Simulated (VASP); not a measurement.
A run of VASP 6.6.1 is set up as follows.

Contents of INCAR:

```
SYSTEM = CsBr
  PREC = Accurate
  ENCUT = 500
  EDIFF = 1E-6
  ISMEAR = -1
  SIGMA = 0.1
  LREAL = .False.
  LASPH = .True.
  NELM = 120
  ALGO = Normal
  ISIF = 2
  LWAVE = .False.
  LCHARG = .False.
  GGA = PE
  NBANDS = 15
  GGA_COMPAT = .False.
```

File KPOINTS:

```
regular mesh
0
Gamma
  11 11 11
  0 0 0
```

The input POSCAR:

```
CsBr
1.0
    3.7011708484      0.0000000000      0.0000000000
    0.0000000000      3.7011708484      0.0000000000
    0.0000000000      0.0000000000      3.7011708484
Cs Br
1 1
Direct
    0.0000000000      0.0000000000      0.0000000000
    0.5000000000      0.5000000000      0.5000000000
```

Potentials or basis: VASP PAW PBE potentials, release 64 (Cs_sv, Br).

The run is started by

```sh
$ cat potpaw_PBE.64/Cs_sv/POTCAR potpaw_PBE.64/Br/POTCAR > POTCAR
$ mpirun -np 1 vasp_std > vasp.out
```

(1) Estimate the pressure.

(2) What does it give for the band gap on the k mesh?

Answers

(1) 23.3 GPa.

(2) 3.57 eV, direct.

Caveat: spin-orbit coupling is left out, which moves the levels of the heavy elements.
